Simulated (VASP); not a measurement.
# GaAs: single point with LDA

GaAs:

```
Ga As
1.0
     0.00000    2.83309    2.83309
     2.83309    0.00000    2.83309
     2.83309    2.83309    0.00000
Ga As
1 1
Cartesian
  0.0000 0.0000 0.0000
  1.4165 1.4165 1.4165
```

```yaml
Program: VASP 6.6.1
Task: single point
Functional: LDA
Potentials_or_basis: VASP PAW LDA potentials, release 64 (Ga_d, As)
Cutoff: 520 eV
k_mesh: 8 × 8 × 8
Occupations: gaussian, width 0.01 eV
Spin: no spin polarisation
Dipole_correction: no
Further_INCAR_settings: ALGO = Normal; EDIFF = 1e-07; NBANDS = 16
```

The pressure is -2.1 GPa and the band gap on the k mesh is 0.28 eV, direct.

Levels at points of the mesh, in eV from the valence-band top:
```tsv
k point	band 6	band 7	band 8	band 9	band 10	band 11	band 12	band 13
(0.00, 0.00, 0.00)	-12.72	0.00	0.00	0.00	0.28	3.67	3.67	3.67
(0.50, 0.00, 0.00)	-10.97	-6.66	-1.14	-1.14	0.84	4.58	4.58	7.56
(0.50, 0.50, 0.00)	-10.24	-6.84	-2.67	-2.67	1.35	1.55	9.99	9.99
```

Run time: 21 s on 1 thread of Intel(R) Xeon(R) Platinum 8259CL CPU @ 2.50GHz (Skylake/Cascade Lake), with other jobs on the host, peak memory 0.16 GiB.
